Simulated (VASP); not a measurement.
Runs of VASP 6.6.1 on HfO2. The structure is that of space group P4_2/mnm (No. 136), or close to it. The cells are those of the table. 

```csv
task,level,potentials or basis,cell,cutoff (eV),smearing,gap on the mesh (eV),pressure (GPa),relaxed volume (Å³/atom),largest force (eV/Å)
single point,PBEsol,"VASP PAW PBE potentials, release 64 (Hf_pv, O)","a = 4.830, b = 4.830, c = 3.210 Å, 6 atoms",520,fermi-dirac 0.02 eV,3.84,-2.7,-,0.05
relaxation of cell and atoms,PBEsol,"VASP PAW PBE potentials, release 64 (Hf_pv, O)","relaxed from a = 4.880, b = 4.880, c = 3.238 Å, 6 atoms",600,fermi-dirac 0.02 eV,3.89,0.0,(b),-
single point,LDA,"VASP PAW LDA potentials, release 64 (Hf_pv, O)","a = 4.789, b = 4.789, c = 3.186 Å, 6 atoms",520,fermi-dirac 0.02 eV,3.83,-2.2,-,0.04
relaxation of cell and atoms,PBE,"VASP PAW PBE potentials, release 64 (Hf_pv, O)","relaxed from a = 4.814, b = 4.814, c = 3.205 Å, 6 atoms",600,fermi-dirac 0.02 eV,(a),0.0,12.68,-
single point,r2SCAN,"VASP PAW PBE potentials, release 64 (Hf_pv, O)","a = 4.838, b = 4.838, c = 3.220 Å, 6 atoms",520,fermi-dirac 0.02 eV,4.47,-3.2,-,0.06
single point,PBE,"VASP PAW PBE potentials, release 64 (Hf_pv, O)","a = 4.880, b = 4.880, c = 3.238 Å, 6 atoms",520,fermi-dirac 0.02 eV,3.84,-2.7,-,0.05
single point,r2SCAN,"VASP PAW PBE potentials, release 64 (Hf_pv, O)","a = 4.838, b = 4.838, c = 3.220 Å, 6 atoms",520,gaussian 0.01 eV,4.47,-3.2,-,0.06
```

Alike in all rows: no spin polarisation; k mesh 6 × 6 × 8.

Q: Fill in the values left out.

A: (a) 3.90; (b) 12.32.

Caveats: spin-orbit coupling is left out, which moves the levels of the heavy elements; the PAW data sets were made with another functional, which shifts forces and pressure a little (some runs).

A k mesh can miss the band edges, and the runs leave out spin-orbit coupling on Hf.
